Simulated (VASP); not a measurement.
# Al2BN3 (P3m1) in VASP: further runs

Runs on Al2BN3. Level: PBE. Tasks: single point, relaxation of cell and atoms.

Everything below comes from runs of VASP 6.6.1. Logs are shortened: lines on timing, memory, paths and dates and some standing lists are left out, and cuts for length are marked.

**1. The cell of the first run**

The structure is trigonal, space group P3m1 (No. 156). The conventional cell has a = 2.959 Å, b = 2.959 Å, c = 7.234 Å, α = 90.00°, β = 90.00°, γ = 120.00°. Al (site symmetry 3m) has 4 N at 1.85 to 1.89 Å within 2.5 Å. Al (site symmetry 3m) has 4 N at 1.85 to 1.87 Å within 2.4 Å. B (site symmetry 3m) has 4 N at 1.52 to 1.79 Å within 2.0 Å. Within 2.5 Å of N (site symmetry 3m) lie 4 Al at 1.85 to 1.87 Å. Within 2.0 Å of N (site symmetry 3m) lie 1 B at 1.52 Å and 3 Al at 1.85 Å. Within 2.4 Å of N (site symmetry 3m) lie 3 B at 1.79 Å and 1 Al at 1.89 Å.

**2. Single point, PBE**

Input file INCAR:

```
PREC = Accurate ; ENCUT = 520
EDIFF = 1E-7 ; ISMEAR = 0
SIGMA = 0.02 ; LREAL = False
LASPH = True ; NELM = 60
ALGO = Normal ; ISIF = 2
LWAVE = False ; LCHARG = True
GGA = PE ; LELF = True
LVHAR = True ; NBANDS = 21
```

Input file KPOINTS:

```
regular mesh
0
Gamma
  12 12 4
```

Input file POSCAR:

```
Al2BN3
1.0
    2.9590948373      0.0000000000      0.0000000000
   -1.4795474186      2.5626513013      0.0000000000
    0.0000000000      0.0000000000      7.2336465064
Al B N
2 1 3
Direct
    0.0000000000      0.0000000000      0.9895732369
    0.6666666667      0.3333333333      0.3470330389
    0.3333333333      0.6666666667      0.6541564785
    0.6666666667      0.3333333333      0.0878787641
    0.3333333333      0.6666666667      0.4436040813
    0.0000000000      0.0000000000      0.7277544003
```

Potentials or basis: VASP PAW PBE potentials, release 64 (Al, B, N).

Started as:

```bash
$ cat potpaw_PBE.64/Al/POTCAR potpaw_PBE.64/B/POTCAR potpaw_PBE.64/N/POTCAR > POTCAR
$ mpirun -np 1 vasp_std > vasp.out
```

OUTCAR:

```text
PREC = Accurate
   ENCUT = 520
   EDIFF = 1E-7
   ISMEAR = 0
   LREAL = False
   LASPH = True
   NELM = 60
   ISIF = 2
   GGA = PE

 ion  position               nearest neighbor table
   1  0.000  0.000  0.990-   4 1.85   4 1.85   4 1.85   6 1.89   2 3.10   2 3.10   2 3.10
   2  0.667  0.333  0.347-   5 1.85   5 1.85   5 1.85   4 1.87   1 3.10   1 3.10   1 3.10
   3  0.333  0.667  0.654-   5 1.52   6 1.79   6 1.79   6 1.79
   4  0.667  0.333  0.088-   1 1.85   1 1.85   1 1.85   2 1.87
   5  0.333  0.667  0.444-   3 1.52   2 1.85   2 1.85   2 1.85
   6  0.000  0.000  0.728-   3 1.79   3 1.79   3 1.79   1 1.89

  LATTYP: Found a hexagonal cell.
 ALAT       =     2.9590948373
 C/A-ratio  =     2.4445470335

  Lattice vectors:

 A1 = (   2.9590948373,   0.0000000000,   0.0000000000)
 A2 = (  -1.4795474186,   2.5626513013,   0.0000000000)
 A3 = (   0.0000000000,   0.0000000000,   7.2336465064)

Analysis of symmetry for initial positions (statically):
=====================================================================
 Subroutine PRICEL returns:
 Original cell was already a primitive cell.

 Routine SETGRP: Setting up the symmetry group for a
 hexagonal supercell.

 Subroutine GETGRP returns: Found  6 space group operations
 (whereof  6 operations were pure point group operations)
 out of a pool of 24 trial point group operations.

The static configuration has the point symmetry C_3v.

Analysis of symmetry for dynamics (positions and initial velocities):
=====================================================================
 Subroutine PRICEL returns:
 Original cell was already a primitive cell.

 Routine SETGRP: Setting up the symmetry group for a
 hexagonal supercell.

 Subroutine GETGRP returns: Found  6 space group operations
 (whereof  6 operations were pure point group operations)
 out of a pool of 24 trial point group operations.

The dynamic configuration has the point symmetry C_3v.

 Subroutine INISYM returns: Found  6 space group operations
 (whereof  6 operations are pure point group operations),
 and found     1 'primitive' translations

----------------------------------------------------------------------------------------

                                     Primitive cell

  volume of cell :      54.8537

  direct lattice vectors                    reciprocal lattice vectors
     2.959094837  0.000000000  0.000000000     0.337941180  0.195110431  0.000000000
    -1.479547419  2.562651301  0.000000000     0.000000000  0.390220862  0.000000000
     0.000000000  0.000000000  7.233646506     0.000000000  0.000000000  0.138242863

  length of vectors
     2.959094837  2.959094837  7.233646506     0.390220862  0.390220862  0.138242863

  position of ions in fractional coordinates (direct lattice)
     0.000000000  0.000000000  0.989573237
     0.666666667  0.333333333  0.347033039
     0.333333333  0.666666667  0.654156478
     0.666666667  0.333333333  0.087878764
     0.333333333  0.666666667  0.443604081
     0.000000000  0.000000000  0.727754400

  ion indices of the primitive-cell ions
   primitive index   ion index
                 1           1
                 2           2
                 3           3
                 4           4
                 5           5
                 6           6

----------------------------------------------------------------------------------------

 KPOINTS: regular mesh

Automatic generation of k-mesh.
 Grid dimensions read from file:
 generate k-points for:   12   12    4

 Generating k-lattice:

  Cartesian coordinates                     Fractional coordinates (reciprocal lattice)
     0.028161765  0.016259203  0.000000000     0.083333333 -0.000000000  0.000000000
     0.000000000  0.032518405  0.000000000     0.000000000  0.083333333  0.000000000
     0.000000000  0.000000000  0.034560716     0.000000000  0.000000000  0.250000000

  Length of vectors
     0.032518405  0.032518405  0.034560716

  Shift w.r.t. Gamma in fractional coordinates (k-lattice)
     0.000000000  0.000000000  0.000000000

 Subroutine IBZKPT returns following result:
 ===========================================

 Found     69 irreducible k-points:

 Following reciprocal coordinates:
            Coordinates               Weight
  0.000000  0.000000  0.000000      1.000000
  0.083333  0.000000  0.000000      6.000000
  0.166667  0.000000  0.000000      6.000000
  0.250000  0.000000  0.000000      6.000000
  0.333333  0.000000  0.000000      6.000000
  0.416667  0.000000  0.000000      6.000000
[... 16 lines left out ...]
  0.166667  0.000000  0.250000      6.000000
  0.000000  0.166667  0.250000      6.000000
 [... further k-points ...]
   k-points           NKPTS =     69   k-points in BZ     NKDIM =     69   number of bands    NBANDS=     21
   number of dos      NEDOS =    301   number of ions     NIONS =      6
   total plane-waves  NPLWV =  31104
   dimension x,y,z NGX =    24 NGY =   24 NGZ =   54
   dimension x,y,z NGXF=    48 NGYF=   48 NGZF=  108
   ions per type =               2   1   3
   NGX,Y,Z   is equivalent  to a cutoff of  13.48, 13.48, 12.41 a.u.
   NGXF,Y,Z  is equivalent  to a cutoff of  26.97, 26.97, 24.82 a.u.
 SYSTEM =  unknown system
   PREC   = accura    normal or accurate (medium, high low for compatibility)
   ISTART =      0    job   : 0-new  1-cont  2-samecut
   ICHARG =      2    charge: 1-file 2-atom 10-const
   ISPIN  =      1    spin polarized calculation?
   LNONCOLLINEAR =      F non collinear calculations
   LSORBIT =      F    spin-orbit coupling
   LASPH  =      T    aspherical Exc in radial PAW
   ENCUT  =  520.0 eV  38.22 Ry    6.18 a.u.   5.50  5.50 13.45*2*pi/ulx,y,z
   NELM   =     60;   NELMIN=  2; NELMDL= -5     # of ELM steps
   EDIFF  = 0.1E-06   stopping-criterion for ELM
   LREAL  =      F    real-space projection
   EDIFFG = 0.1E-05   stopping-criterion for IOM
   NSW    =      0    number of steps for IOM
   IBRION =     -1    ionic relax: 0-MD 1-quasi-New 2-CG
   NFREE  =      0    steps in history (QN), initial steepest desc. (CG)
   ISIF   =      2    stress and relaxation
   ISYM   =      2    0-nonsym 1-usesym 2-fastsym
   POTIM  = 0.5000    time-step for ionic-motion
   TEBEG  =    0.0;   TEEND  =   0.0 temperature during run
   PSTRESS=    0.0 pullay stress
   NELECT =      24.0000    total number of electrons
   NUPDOWN=      -1.0000    fix difference up-down
   EMIN   =  10.00;   EMAX   =-10.00  energy-range for DOS
   EFERMI =   0.00;   METHOD = LEGACY
   ISMEAR =     0;   SIGMA  =   0.02  broadening in eV -4-tet -1-fermi 0-gaus
   EFERMI_NEDOS =   21; number of points for ismear=-14 and -15
   IALGO  =     38    algorithm
   IMIX   =      4    mixing-type and parameters
     AMIX     =   0.40;   BMIX     =  1.00
     AMIX_MAG =   1.60;   BMIX_MAG =  1.00
  volume/ion in A,a.u.               =       9.14        61.70
  Fermi-wavevector in a.u.,A,eV,Ry     =   1.242825  2.348599 21.015753  1.544614
  Thomas-Fermi vector in A             =   2.377163
   LORBIT       =      0    0 simple, 1 ext, 2 COOP (PROOUT), +10 PAW based schemes
   GGA     = PE    functional components
   LHFCALC =     F    Hartree Fock is set to
   AEXX    =    0.0000 exact exchange contribution
   IVDW    =     0    specifies the selected vdW correction
   LEPSILON=     F    determine dielectric tensor
   LRPA    =     F    only Hartree local field effects (RPA)
 non-spin polarized calculation
 Gauss-broadening in eV      SIGMA  =   0.02
  energy-cutoff  :      520.00
  volume of cell :       54.85
 maximum number of plane-waves:      1515
 NGX is ok and might be reduce to    24
   NGX = 11   NGY = 11   NGZ = 27

 number of electron      24.0000005 magnetization

 Free energy of the ion-electron system (eV)
  ---------------------------------------------------
  ext. energy  EPLUGINS =         0.00000000
  ---------------------------------------------------
  free energy    TOTEN  =       -45.38266749 eV

  energy without entropy =      -45.38266749  energy(sigma->0) =      -45.38266749

 E-fermi :   6.4044     XC(G=0): -11.2763

 val. band max:        6.2601522432   @ k =   0.0000   0.0000   0.0000
 cond. band min:       9.3574661244   @ k =   0.5000   0.0000   0.0000
 fundamental gap:      3.0973138813
 Fermi energy:         6.4044159669

 k-point     1 :       0.0000    0.0000    0.0000
  band No.  band energies     occupation
      1     -10.2472      2.00000
      2      -8.5801      2.00000
      3      -7.9676      2.00000
      4      -0.0794      2.00000
      5       1.1447      2.00000
      6       4.8036      2.00000
[... 13 lines left out ...]
     20      18.6736      0.00000
     21      18.6736      0.00000

 k-point     2 :       0.0833    0.0000    0.0000
  band No.  band energies     occupation
      1     -10.1466      2.00000
      2      -8.4947      2.00000
      3      -7.8883      2.00000
      4      -0.0200      2.00000
      5       1.2037      2.00000
      6       4.3515      2.00000
[... 13 lines left out ...]
     20      18.1335      0.00000
     21      18.7233      0.00000

 k-point     3 :       0.1667    0.0000    0.0000
  band No.  band energies     occupation
      1      -9.8525      2.00000
      2      -8.2499      2.00000
      3      -7.6634      2.00000
      4       0.1228      2.00000
      5       1.3241      2.00000
      6       3.3838      2.00000
[... 13 lines left out ...]
     20      17.5551      0.00000
     21      18.2088      0.00000
[... 457 lines left out ...]
 k-point    23 :       0.1667    0.0000    0.2500
  band No.  band energies     occupation
      1      -9.7922      2.00000
      2      -8.5565      2.00000
      3      -7.3662      2.00000
      4      -0.3726      2.00000
      5       2.0749      2.00000
      6       3.2124      2.00000
[... 13 lines left out ...]
     20      17.7521      0.00000
     21      18.2361      0.00000

 k-point    24 :       0.0000    0.1667    0.2500
  band No.  band energies     occupation
      1      -9.7906      2.00000
      2      -8.5633      2.00000
      3      -7.3586      2.00000
      4      -0.3896      2.00000
      5       1.9428      2.00000
      6       3.5651      2.00000
[... 13 lines left out ...]
     20      17.5786      0.00000
     21      18.2933      0.00000

 [... further k-points ...]

------------------------ aborting loop because EDIFF is reached ----------------------------------------

  FORCE on cell =-STRESS in cart. coord.  units (eV):
  Direction    XX          YY          ZZ          XY          YZ          ZX
  --------------------------------------------------------------------------------------
  -------------------------------------------------------------------------------------
  Total       -0.0558265     -0.0558265     -0.0805736     -0.0000000      0.0000000     -0.0000000
  in kB       -1.6305921     -1.6305921     -2.3534107     -0.0000000      0.0000000     -0.0000000
  external PRESSURE =      -1.8715317 kB  Pullay stress =       0.0000000 kB

 VOLUME and BASIS-vectors are now :
 -----------------------------------------------------------------------------
  energy-cutoff  :      520.00
  volume of cell :       54.85
      direct lattice vectors                 reciprocal lattice vectors
     2.959094837  0.000000000  0.000000000     0.337941180  0.195110431  0.000000000
    -1.479547419  2.562651301  0.000000000     0.000000000  0.390220862  0.000000000
     0.000000000  0.000000000  7.233646506     0.000000000  0.000000000  0.138242863

 POSITION                                       TOTAL-FORCE (eV/Angst)
 -----------------------------------------------------------------------------------
      0.00000      0.00000      7.15822         0.000000      0.000000      0.002774
      1.47955      0.85422      2.51031        -0.000000      0.000000     -0.013266
     -0.00000      1.70843      4.73194         0.000000      0.000000      0.023800
      1.47955      0.85422      0.63568         0.000000      0.000000     -0.011911
     -0.00000      1.70843      3.20888        -0.000000      0.000000     -0.017764
      0.00000      0.00000      5.26432         0.000000     -0.000000      0.016367
 -----------------------------------------------------------------------------------
    total drift:                               -0.000000     -0.000000      0.000143

  FREE ENERGIE OF THE ION-ELECTRON SYSTEM (eV)
  ---------------------------------------------------
  free  energy   TOTEN  =       -45.3826674919 eV

  energy  without entropy=      -45.3826674919  energy(sigma->0) =      -45.38266749
```

Wall time 2 min (1 thread of Intel Xeon 8259CL, shared host); peak memory 0.22 GiB.

Results:

```
Free energy            : -45.3827 eV
Pressure               : -0.2 GPa
Largest force          : 0.024 eV/Å
Band gap on the k mesh : 3.10 eV (least direct gap 4.07 eV)
```

Forces on the atoms (eV/Å):
```
Al   0.000  0.000  0.003
Al   0.000  0.000 -0.013
B    0.000  0.000  0.024
N    0.000  0.000 -0.012
N    0.000  0.000 -0.018
N    0.000  0.000  0.016
```

(Continued in part 2 of 2.)
